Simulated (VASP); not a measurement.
A run of VASP 6.6.1:

Contents of INCAR:

```
ALGO = Normal ; EDIFF = 1E-7
ENCUT = 520 ; GGA = PE
ISIF = 2 ; ISMEAR = 0
LASPH = T ; LCHARG = F
LREAL = F ; LWAVE = F
NBANDS = 18 ; NELM = 100
PREC = Accurate ; SIGMA = 0.05
```

Contents of KPOINTS:

```
k-points
0
Gamma
  9 9 6
```

File POSCAR:

```
LiF
1.0
    3.1433462554      0.0000000000      0.0000000000
   -1.5716731277      2.7222177101      0.0000000000
    0.0000000000      0.0000000000      5.2355575230
Li F
2 2
Direct
    0.3333333333      0.6666666667      0.3810713234
    0.6666666667      0.3333333333      0.8810713234
    0.3333333333      0.6666666667      0.9939266766
    0.6666666667      0.3333333333      0.4939266766
```

Potentials or basis: VASP PAW PBE potentials, release 64 (Li_sv, F).

Launch:

```console
$ cat potpaw_PBE.64/Li_sv/POTCAR potpaw_PBE.64/F/POTCAR > POTCAR
$ mpirun -np 1 vasp_std > vasp.out
```

Hardware: 1 thread of AMD EPYC 7R13, with other jobs on the host.

Q: Estimate the wall time of this run.

A: Wall time 72 s on 1 thread of AMD EPYC 7R13 (shared host), peak memory 0.14 GiB. Counts: scf iterations 15, k points 48.
